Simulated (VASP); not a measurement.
Wanted: the native input for a VASP 6.6.1 run.

```
Task                   : single point
Functional             : LDA
Potentials or basis    : VASP PAW LDA potentials, release 64 (Sr_sv)
Cutoff                 : 520 eV
k mesh                 : 13 × 13 × 13
Occupations            : fermi-dirac, width 0.1 eV
Spin                   : no spin polarisation
Dipole correction      : no
Further INCAR settings : ALGO = Normal; EDIFF = 1e-06; NBANDS = 11
```

The structure of Sr lies in POSCAR:

```
Sr
1.0
   -2.0400940832      2.0400940832      2.0400940832
    2.0400940832     -2.0400940832      2.0400940832
    2.0400940832      2.0400940832     -2.0400940832
Sr
1
Direct
    0.0000000000      0.0000000000      0.0000000000
```

These files were run (other wordings do the same):

INCAR

```
SYSTEM = Sr
  ALGO = Normal
  EDIFF = 1E-6
  ENCUT = 520
  ISIF = 2
  ISMEAR = -1
  LASPH = .True.
  LCHARG = .False.
  LREAL = .False.
  LWAVE = .False.
  NBANDS = 11
  NELM = 60
  PREC = Accurate
  SIGMA = 0.1
```

KPOINTS

```
k-points
0
Gamma
  13 13 13
  0 0 0
```

Potentials or basis: VASP PAW LDA potentials, release 64 (Sr_sv).

Run with:

```bash
$ cat potpaw_LDA.64/Sr_sv/POTCAR > POTCAR
$ mpirun -np 1 vasp_std > vasp.out
```

Results of the run:

- Pressure: 8.1 GPa
- Band gap on the k mesh: zero (band 5 reaches 3.99 eV, above the bottom of band 6 at 2.41 eV)

It took 9.8 s on 1 thread of Intel(R) Xeon(R) 6975P-C (Granite Rapids), with other jobs on the host, peak memory 0.15 GiB.
